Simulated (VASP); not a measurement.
Set up this calculation in VASP 6.6.1, as the native input.

| Quantity | Value |
| --- | --- |
| Task | single point |
| Functional | LDA |
| Potentials or basis | VASP PAW LDA potentials, release 64 (Pb_d, S) |
| Cutoff | 520 eV |
| k mesh | 7 × 7 × 7 |
| Occupations | gaussian, width 0.01 eV |
| Spin | no spin polarisation |
| Dipole correction | no |
| Further INCAR settings | ALGO = Normal; EDIFF = 1e-06; NBANDS = 17 |

The structure of PbS (Galena) lies in POSCAR:

```
PbS
1.0
    0.0000000000      2.8685697719      2.8685697719
    2.8685697719      0.0000000000      2.8685697719
    2.8685697719      2.8685697719      0.0000000000
Pb S
1 1
Direct
    0.0000000000      0.0000000000      0.0000000000
    0.5000000000      0.5000000000      0.5000000000
```

These files were run (other wordings do the same):

INCAR

```
PREC = Accurate
ENCUT = 520
EDIFF = 1E-6
ISMEAR = 0
SIGMA = 0.01
LREAL = False
LASPH = True
NELM = 100
ALGO = Normal
ISIF = 2
LWAVE = False
LCHARG = True
LELF = True
LVHAR = True
NBANDS = 17
```

KPOINTS

```
Automatic mesh
0
Gamma
  7 7 7
```

Potentials or basis: VASP PAW LDA potentials, release 64 (Pb_d, S).

Command:

```bash
$ cat potpaw_LDA.64/Pb_d/POTCAR potpaw_LDA.64/S/POTCAR > POTCAR
$ mpirun -np 1 vasp_std > vasp.out
```

Results of the run:

```yaml
Pressure: 4.0 GPa
```

Run time: 13 s on 1 thread of Intel(R) Xeon(R) Platinum 8259CL CPU @ 2.50GHz (Skylake/Cascade Lake), on a shared host, peak memory 0.15 GiB.
